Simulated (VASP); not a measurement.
Wanted: the native input for a VASP 6.6.1 run.

| Item | Value |
| --- | --- |
| Task | relaxation of cell and atoms |
| Functional | PBE |
| Potentials or basis | VASP PAW PBE potentials, release 64 (Si, B, W_sv) |
| Cutoff | 600 eV |
| k mesh | 10 × 10 × 10 |
| Occupations | gaussian, width 0.1 eV |
| Spin | no spin polarisation |
| Dipole correction | no |
| Further INCAR settings | ALGO = Normal; EDIFF = 1e-07; IBRION = 2; EDIFFG = -0.01; NSW = 100; ISIF = 3 |

The structure of Si4BW lies in POSCAR:

```
Si4BW
1.0
   -3.2195866746      3.2195866746      2.1055283270
    3.2195866746     -3.2195866746      2.1055283270
    3.2195866746      3.2195866746     -2.1055283270
Si B W
4 1 1
Direct
    0.0000000000      0.3136208826      0.3136208826
    0.0000000000      0.6863791174      0.6863791174
    0.3136208826      0.0000000000      0.3136208826
    0.6863791174      0.0000000000      0.6863791174
    0.0000000000      0.0000000000      0.0000000000
    0.5000000000      0.5000000000      0.0000000000
```

The input as run:

INCAR

```
ALGO = Normal
EDIFF = 1E-7
EDIFFG = -0.01
ENCUT = 600
GGA = PE
IBRION = 2
ISIF = 3
ISMEAR = 0
LASPH = T
LCHARG = F
LREAL = F
LWAVE = F
NELM = 60
NSW = 100
PREC = Accurate
SIGMA = 0.1
```

KPOINTS

```
k-points
0
Gamma
  10 10 10
```

Potentials or basis: VASP PAW PBE potentials, release 64 (Si, B, W_sv).

The run is started by

```console
$ cat potpaw_PBE.64/Si/POTCAR potpaw_PBE.64/B/POTCAR potpaw_PBE.64/W_sv/POTCAR > POTCAR
$ mpirun -np 1 vasp_std > vasp.out
```

It gave:

```json
{
 "Relaxed volume": "14.60 Å³/atom",
 "Relaxed cell": "a = 5.029 Å, b = 5.029 Å, c = 5.029 Å, α = 100.02°, β = 100.02°, γ = 130.69°",
 "Space group after relaxing (to 0.05 Å)": "I4/mmm (No. 139)",
 "Energy gained by relaxing": "0.2 meV/atom",
 "Ionic steps": "5",
 "Pressure after relaxing": "0.0 GPa",
 "Largest force after relaxing": "0.005 eV/Å"
}
```

Wall time 15 min on 1 thread of Intel(R) Xeon(R) Platinum 8488C (Sapphire Rapids), on a shared host, peak memory 0.42 GiB.
